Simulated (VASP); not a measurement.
Set up this calculation in VASP 6.6.1, as the native input.

| Item | Value |
| --- | --- |
| Task | single point |
| Functional | LDA |
| Potentials or basis | VASP PAW LDA potentials, release 64 (Ir_sv_GW) |
| Cutoff | 500 eV |
| k mesh | 17 × 17 × 10 |
| Occupations | fermi-dirac, width 0.1 eV |
| Spin | no spin polarisation |
| Dipole correction | no |
| Further INCAR settings | ALGO = Normal; EDIFF = 1e-06; NBANDS = 24 |

The structure of Ir lies in POSCAR:

```
Ir
1.0
   -2.4819334480      2.1304362864      1.3120102620
    2.1304362864     -2.4819334480      1.3120102620
    2.8471209024      2.8471209024     -1.9557779573
Ir
2
Direct
    0.9780084481      0.0219915519      0.0000000000
    0.7719915519      0.2280084481      0.5000000000
```

These files were run (other wordings do the same):

INCAR

```
SYSTEM = Ir
PREC = Accurate
ENCUT = 500
EDIFF = 1E-6
ISMEAR = -1
SIGMA = 0.1
LREAL = .False.
LASPH = .True.
NELM = 120
ALGO = Normal
ISIF = 2
LWAVE = .False.
LCHARG = .False.
GGA = CA
NBANDS = 24
GGA_COMPAT = .False.
```

KPOINTS

```
Automatic mesh
0
Gamma
  17 17 10
  0 0 0
```

Potentials or basis: VASP PAW LDA potentials, release 64 (Ir_sv_GW).

Launch:

```console
$ cat potpaw_LDA.64/Ir_sv_GW/POTCAR > POTCAR
$ mpirun -np 1 vasp_std > vasp.out
```

It gave:

- Pressure: -13.9 GPa
- Largest force: 0.119 eV/Å
- Band gap on the k mesh: zero (bands 17 and 18 overlap by 2.80 eV)

Caveat: the cell stands under tension; spin-orbit coupling is left out, which moves the levels of the heavy elements.

Run time: 9.9 min on 1 thread of Intel(R) Xeon(R) Platinum 8488C (Sapphire Rapids), with other jobs on the host, peak memory 0.54 GiB.
